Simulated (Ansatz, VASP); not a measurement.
# Two plane-wave programs on Mo

```
CELL_PARAMETERS angstrom
1.49390 0.86250 4.13257
-1.49390 0.86250 4.13257
0.00000 -1.72500 4.13257
ATOMIC_POSITIONS crystal
Mo 0.24981 0.24981 0.24981
Mo 0.75019 0.75019 0.75019
```

Alike in both runs: functional r2SCAN; k mesh 6 × 6 × 6; occupations gaussian, width 0.1 eV; no spin polarisation.

Ansatz relaxed the structure, and its values are those at the end. VASP's run is a single point on that final structure, the one shown.

|  | VASP | Ansatz |
| --- | --- | --- |
| version | VASP 6.6.1 | Ansatz 0.2.0 |
| potentials or method | VASP PAW PBE potentials, release 64 (Mo_sv), cutoff 520 eV | scalar-relativistic, plane waves, PAW |
| valence electrons in the cell | 28 | 28 |

|  | VASP | Ansatz | Ansatz less VASP |
| --- | --- | --- | --- |
| gap on the k mesh at the Fermi level (eV) | none | none | - |
| pressure (GPa) | 1.2 | 0.2 | -1.04 |
| rms of the force components (eV/Å) | 0.007 | 0.006 | -0.0009 |

VASP's potentials were made for PBE, not for r2SCAN. A gap of «none» marks a metal or a gap that the smearing closes.

The k mesh is coarse, so the values compare programs but aren't converged.
